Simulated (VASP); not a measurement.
# Ge (C2/c) in VASP: a series of runs

Runs on Ge. Level: revPBE. Tasks: single point.

Everything below comes from runs of VASP 6.6.1. Logs are shortened: lines on timing, memory, paths and dates and some standing lists are left out, and cuts for length are marked.

## 1. The cell of the first run

It takes space group C2/c (No. 15, monoclinic). Conventional cell: a = 2.918 Å, b = 7.467 Å, c = 4.024 Å, α = 90.00°, β = 111.09°, γ = 90.00°. Within 3.6 Å of Ge (site symmetry 2) lie 10 Ge at 2.74 to 3.44 Å.

## 2. Single point, revPBE (20.45 Å³/atom)

The input, INCAR:

```
SYSTEM = Ge
ALGO = Normal ; EDIFF = 1E-6
ENCUT = 520 ; GGA = RE
ISIF = 2 ; ISMEAR = -1
LASPH = .TRUE. ; LCHARG = .TRUE.
LELF = .TRUE. ; LREAL = .FALSE.
LVHAR = .TRUE. ; LWAVE = .FALSE.
NBANDS = 21 ; NELM = 80
PREC = Accurate ; SIGMA = 0.1
```

The input, KPOINTS:

```
k-points
0
G
  14 14 10
  0 0 0
```

The input, POSCAR:

```
Ge
1.0
   -2.6385059750      2.6413671349      1.4588251274
    2.6413671349     -2.6385059750      1.4588251274
    2.6535632204      2.6535632204     -1.4535849078
Ge
2
Direct
    0.9999091455      0.0000908545      1.0000000000
    0.7500908545      0.2499091455      0.5000000000
```

Potentials or basis: VASP PAW PBE potentials, release 64 (Ge_d).

On the command line:

```console
$ cat potpaw_PBE.64/Ge_d/POTCAR > POTCAR
$ mpirun -np 1 vasp_std > vasp.out
```

OUTCAR:

```text
SYSTEM = Ge
   EDIFF = 1E-6
   ENCUT = 520
   GGA = RE
   ISIF = 2
   ISMEAR = -1
   LASPH = .TRUE.
   LREAL = .FALSE.
   NELM = 80
   PREC = Accurate

 ion  position               nearest neighbor table
   1  1.000  0.000  0.000-   2 2.74   2 2.74   2 2.75   2 2.75
   2  0.750  0.250  0.500-   1 2.74   1 2.74   1 2.75   1 2.75

  LATTYP: Found a base centered monoclinic cell.
 ALAT       =     2.9176530606
 B/A-ratio  =     2.5592035806
 C/A-ratio  =     1.3793239436
 COS(beta)  =    -0.3599004077

  Lattice vectors:

 A1 = (  -2.6385059750,   2.6413671349,   1.4588251274)
 A2 = (   2.6413671349,  -2.6385059750,   1.4588251274)
 A3 = (   2.6535632204,   2.6535632204,  -1.4535849078)

Analysis of symmetry for initial positions (statically):
=====================================================================
 Subroutine PRICEL returns:
 Original cell was already a primitive cell.

 Routine SETGRP: Setting up the symmetry group for a
 base centered monoclinic supercell.

 Subroutine GETGRP returns: Found  4 space group operations
 (whereof  2 operations were pure point group operations)
 out of a pool of  4 trial point group operations.

The static configuration has the point symmetry C_2 .
 The point group associated with its full space group is C_2h.

Analysis of symmetry for dynamics (positions and initial velocities):
=====================================================================
 Subroutine PRICEL returns:
 Original cell was already a primitive cell.

 Routine SETGRP: Setting up the symmetry group for a
 base centered monoclinic supercell.

 Subroutine GETGRP returns: Found  4 space group operations
 (whereof  2 operations were pure point group operations)
 out of a pool of  4 trial point group operations.

The dynamic configuration has the point symmetry C_2 .
 The point group associated with its full space group is C_2h.

 Subroutine INISYM returns: Found  4 space group operations
 (whereof  2 operations are pure point group operations),
 and found     1 'primitive' translations

----------------------------------------------------------------------------------------

                                     Primitive cell

  volume of cell :      40.8996

  direct lattice vectors                    reciprocal lattice vectors
    -2.638505975  2.641367135  1.458825127    -0.000875124  0.188523367  0.342557545
     2.641367135 -2.638505975  1.458825127     0.188523367 -0.000875124  0.342557545
     2.653563220  2.653563220 -1.453584908     0.188324721  0.188324721 -0.000369357

  length of vectors
     4.008329437  4.008329437  4.024388725     0.391008309  0.391008309  0.266331631

  position of ions in fractional coordinates (direct lattice)
     0.999909145  0.000090855  0.000000000
     0.750090855  0.249909145  0.500000000

  ion indices of the primitive-cell ions
   primitive index   ion index
                 1           1
                 2           2

----------------------------------------------------------------------------------------

 KPOINTS: k-points

Automatic generation of k-mesh.
 Grid dimensions read from file:
 generate k-points for:   14   14   10

 Generating k-lattice:

  Cartesian coordinates                     Fractional coordinates (reciprocal lattice)
    -0.000062509  0.013465955  0.024468396     0.071428571 -0.000000000  0.000000000
     0.013465955 -0.000062509  0.024468396    -0.000000000  0.071428571  0.000000000
     0.018832472  0.018832472 -0.000036936    -0.000000000 -0.000000000  0.100000000

  Length of vectors
     0.027929165  0.027929165  0.026633163

  Shift w.r.t. Gamma in fractional coordinates (k-lattice)
     0.000000000  0.000000000  0.000000000

 Subroutine IBZKPT returns following result:
 ===========================================

 Found    534 irreducible k-points:

 Following reciprocal coordinates:
            Coordinates               Weight
  0.000000  0.000000  0.000000      1.000000
  0.071429  0.000000  0.000000      4.000000
  0.142857 -0.000000  0.000000      4.000000
  0.214286  0.000000  0.000000      4.000000
  0.285714  0.000000 -0.000000      4.000000
  0.357143 -0.000000  0.000000      4.000000
[... 16 lines left out ...]
  0.214286  0.142857  0.000000      4.000000
  0.285714  0.142857  0.000000      4.000000
 [... further k-points ...]
   k-points           NKPTS =    534   k-points in BZ     NKDIM =    534   number of bands    NBANDS=     21
   number of dos      NEDOS =    301   number of ions     NIONS =      2
   total plane-waves  NPLWV =  27000
   dimension x,y,z NGX =    30 NGY =   30 NGZ =   30
   dimension x,y,z NGXF=    60 NGYF=   60 NGZF=   60
   ions per type =               2
   NGX,Y,Z   is equivalent  to a cutoff of  12.44, 12.44, 12.39 a.u.
   NGXF,Y,Z  is equivalent  to a cutoff of  24.89, 24.89, 24.79 a.u.
 SYSTEM =  Ge
   PREC   = accura    normal or accurate (medium, high low for compatibility)
   ISTART =      0    job   : 0-new  1-cont  2-samecut
   ICHARG =      2    charge: 1-file 2-atom 10-const
   ISPIN  =      1    spin polarized calculation?
   LNONCOLLINEAR =      F non collinear calculations
   LSORBIT =      F    spin-orbit coupling
   LASPH  =      T    aspherical Exc in radial PAW
   ENCUT  =  520.0 eV  38.22 Ry    6.18 a.u.   7.45  7.45  7.48*2*pi/ulx,y,z
   NELM   =     80;   NELMIN=  2; NELMDL= -5     # of ELM steps
   EDIFF  = 0.1E-05   stopping-criterion for ELM
   LREAL  =      F    real-space projection
   EDIFFG = 0.1E-04   stopping-criterion for IOM
   NSW    =      0    number of steps for IOM
   IBRION =     -1    ionic relax: 0-MD 1-quasi-New 2-CG
   NFREE  =      0    steps in history (QN), initial steepest desc. (CG)
   ISIF   =      2    stress and relaxation
   ISYM   =      2    0-nonsym 1-usesym 2-fastsym
   POTIM  = 0.5000    time-step for ionic-motion
   TEBEG  =    0.0;   TEEND  =   0.0 temperature during run
   PSTRESS=    0.0 pullay stress
   NELECT =      28.0000    total number of electrons
   NUPDOWN=      -1.0000    fix difference up-down
   EMIN   =  10.00;   EMAX   =-10.00  energy-range for DOS
   EFERMI =   0.00;   METHOD = LEGACY
   ISMEAR =    -1;   SIGMA  =   0.10  broadening in eV -4-tet -1-fermi 0-gaus
   EFERMI_NEDOS =   21; number of points for ismear=-14 and -15
   IALGO  =     38    algorithm
   IMIX   =      4    mixing-type and parameters
     AMIX     =   0.40;   BMIX     =  1.00
     AMIX_MAG =   1.60;   BMIX_MAG =  1.00
  volume/ion in A,a.u.               =      20.45       138.00
  Fermi-wavevector in a.u.,A,eV,Ry     =   1.442850  2.726590 28.324810  2.081815
  Thomas-Fermi vector in A             =   2.561323
   LORBIT       =      0    0 simple, 1 ext, 2 COOP (PROOUT), +10 PAW based schemes
   GGA     = RE    functional components
   LHFCALC =     F    Hartree Fock is set to
   AEXX    =    0.0000 exact exchange contribution
   IVDW    =     0    specifies the selected vdW correction
   LEPSILON=     F    determine dielectric tensor
   LRPA    =     F    only Hartree local field effects (RPA)
 non-spin polarized calculation
  energy-cutoff  :      520.00
  volume of cell :       40.90
 maximum number of plane-waves:      1126
 NGX is ok and might be reduce to    30
   NGX = 15   NGY = 15   NGZ = 15

 number of electron      27.9999994 magnetization

 Free energy of the ion-electron system (eV)
  ---------------------------------------------------
  ext. energy  EPLUGINS =         0.00000000
  ---------------------------------------------------
  free energy    TOTEN  =        -7.95928049 eV

  energy without entropy =       -7.92814483  energy(sigma->0) =       -7.94371266

 E-fermi :   5.8089     XC(G=0): -10.7507

 val. band max:        5.8062381098   @ k =   0.0714  -0.0000   0.2000
 cond. band min:       5.8099031164   @ k =  -0.2857   0.5000   0.2000
 fundamental gap:      0.0036650066
 Fermi energy:         5.8089091629

 k-point     1 :       0.0000    0.0000    0.0000
  band No.  band energies     occupation
      1     -18.8902      2.00000
      2     -18.8556      2.00000
      3     -18.8297      2.00000
      4     -18.8288      2.00000
      5     -18.7599      2.00000
      6     -18.7599      2.00000
[... 13 lines left out ...]
     20      17.0245      0.00000
     21      17.8844      0.00000

 k-point     2 :       0.0714    0.0000    0.0000
  band No.  band energies     occupation
      1     -18.8888      2.00000
      2     -18.8510      2.00000
      3     -18.8278      2.00000
      4     -18.8234      2.00000
      5     -18.7634      2.00000
      6     -18.7627      2.00000
[... 13 lines left out ...]
     20      16.9963      0.00000
     21      17.8737      0.00000

 k-point     3 :       0.1429   -0.0000    0.0000
  band No.  band energies     occupation
      1     -18.8843      2.00000
      2     -18.8386      2.00000
      3     -18.8226      2.00000
      4     -18.8099      2.00000
      5     -18.7712      2.00000
      6     -18.7660      2.00000
[... 13 lines left out ...]
     20      15.9289      0.00000
     21      16.5152      0.00000

 k-point     4 :       0.2143    0.0000    0.0000
  band No.  band energies     occupation
      1     -18.8776      2.00000
      2     -18.8235      2.00000
      3     -18.8154      2.00000
      4     -18.7983      2.00000
      5     -18.7805      2.00000
      6     -18.7630      2.00000
[... 13 lines left out ...]
     20      14.8075      0.00000
     21      16.0879      0.00000

 k-point     5 :       0.2857    0.0000   -0.0000
  band No.  band energies     occupation
      1     -18.8701      2.00000
      2     -18.8128      2.00000
      3     -18.8095      2.00000
      4     -18.7989      2.00000
      5     -18.7873      2.00000
      6     -18.7687      2.00000
[... 13 lines left out ...]
     20      14.0110      0.00000
     21      16.4176      0.00000
[... 382 lines left out ...]
     20      17.3568      0.00000
     21      17.7568      0.00000

 k-point    22 :       0.1429    0.1429    0.0000
  band No.  band energies     occupation
      1     -18.8750      2.00000
      2     -18.8124      2.00000
      3     -18.8116      2.00000
      4     -18.7888      2.00000
      5     -18.7805      2.00000
      6     -18.7755      2.00000
[... 13 lines left out ...]
     20      14.5024      0.00000
     21      15.0414      0.00000

 k-point    23 :       0.2143    0.1429    0.0000
  band No.  band energies     occupation
      1     -18.8698      2.00000
      2     -18.8151      2.00000
      3     -18.8051      2.00000
      4     -18.7907      2.00000
      5     -18.7856      2.00000
      6     -18.7800      2.00000
[... 13 lines left out ...]
     20      14.2170      0.00000
     21      15.3999      0.00000

 k-point    24 :       0.2857    0.1429    0.0000
  band No.  band energies     occupation
      1     -18.8657      2.00000
      2     -18.8200      2.00000
      3     -18.8027      2.00000
      4     -18.7986      2.00000
      5     -18.7853      2.00000
      6     -18.7790      2.00000
[... 13 lines left out ...]
     20      14.9963      0.00000
     21      16.2612      0.00000

 [... further k-points ...]

------------------------ aborting loop because EDIFF is reached ----------------------------------------

  FORCE on cell =-STRESS in cart. coord.  units (eV):
  Direction    XX          YY          ZZ          XY          YZ          ZX
  --------------------------------------------------------------------------------------
  -------------------------------------------------------------------------------------
  Total       -0.6765522     -0.6765522     -0.5543916     -0.0843573     -0.0067663     -0.0067664
  in kB      -26.5028438    -26.5028438    -21.7173993     -3.3045610     -0.2650609     -0.2650630
  external PRESSURE =     -24.9076957 kB  Pullay stress =       0.0000000 kB

 VOLUME and BASIS-vectors are now :
 -----------------------------------------------------------------------------
  energy-cutoff  :      520.00
  volume of cell :       40.90
      direct lattice vectors                 reciprocal lattice vectors
    -2.638505975  2.641367135  1.458825127    -0.000875124  0.188523367  0.342557545
     2.641367135 -2.638505975  1.458825127     0.188523367 -0.000875124  0.342557545
     2.653563220  2.653563220 -1.453584908     0.188324721  0.188324721 -0.000369357

 POSITION                                       TOTAL-FORCE (eV/Angst)
 -----------------------------------------------------------------------------------
     -2.63803      2.64089      1.45883        -0.001889      0.001889      0.000000
      0.00776      2.64866      0.73203         0.001889     -0.001889     -0.000000
 -----------------------------------------------------------------------------------
    total drift:                                0.000000      0.000000     -0.000000

  FREE ENERGIE OF THE ION-ELECTRON SYSTEM (eV)
  ---------------------------------------------------
  free  energy   TOTEN  =        -7.9592804862 eV

  energy  without entropy=       -7.9281448345  energy(sigma->0) =       -7.94371266
```

Wall time 3.2 min (1 thread of AMD EPYC 9R45 (Zen 5), shared host); peak memory 0.42 GiB.

What came out:

* Free energy: -7.9593 eV
* Pressure: -2.5 GPa
* Band gap on the k mesh: zero (bands 14 and 15 overlap by 4.64 eV)

Forces on the atoms (eV/Å):
```
Ge  -0.002  0.002  0.000
Ge   0.002 -0.002  0.000
```

Stress tensor (GPa, compression positive):
```
-2.65 -0.33 -0.03
-0.33 -2.65 -0.03
-0.03 -0.03 -2.17
```

Caveat: the PAW data sets were made with another functional, which shifts forces and pressure a little.

(Part 1 of 2 ends here.)
